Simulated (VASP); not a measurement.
Runs of VASP 6.6.1 on Zr. The structure is that of space group Im-3m (No. 229), or close to it. The cells are those of the table. 

| task | cell | k mesh | cutoff (eV) | gap on the mesh (eV) | pressure (GPa) |
| --- | --- | --- | --- | --- | --- |
| relaxation of cell and atoms | relaxed from a = 3.135 Å, angles 109.5°, 1 atom | 16 × 16 × 16 | 600 | none | 0.0 |
| single point | a = 3.130, b = 3.182, c = 3.071 Å, angles 111.0, 109.3, 109.1°, 1 atom | 14 × 14 × 14 | 520 | none | -1.5 |
| single point | a = 3.096 Å, angles 109.5°, 1 atom | 16 × 16 × 16 | 520 | none | 0.0 |
| single point | a = 3.082 Å, angles 109.5°, 1 atom | 16 × 16 × 16 | 520 | none | (a) |

Alike in all rows: level PBE; potentials or basis VASP PAW PBE potentials, release 64 (Zr_sv); no spin polarisation; smearing gaussian 0.1 eV.

**Question.** Fill in the values left out.

**Answer.** (a) 1.2.

A k mesh can miss the band edges, and the runs leave out spin-orbit coupling on Zr.

A gap of «none» marks levels without a gap at the run's occupations.
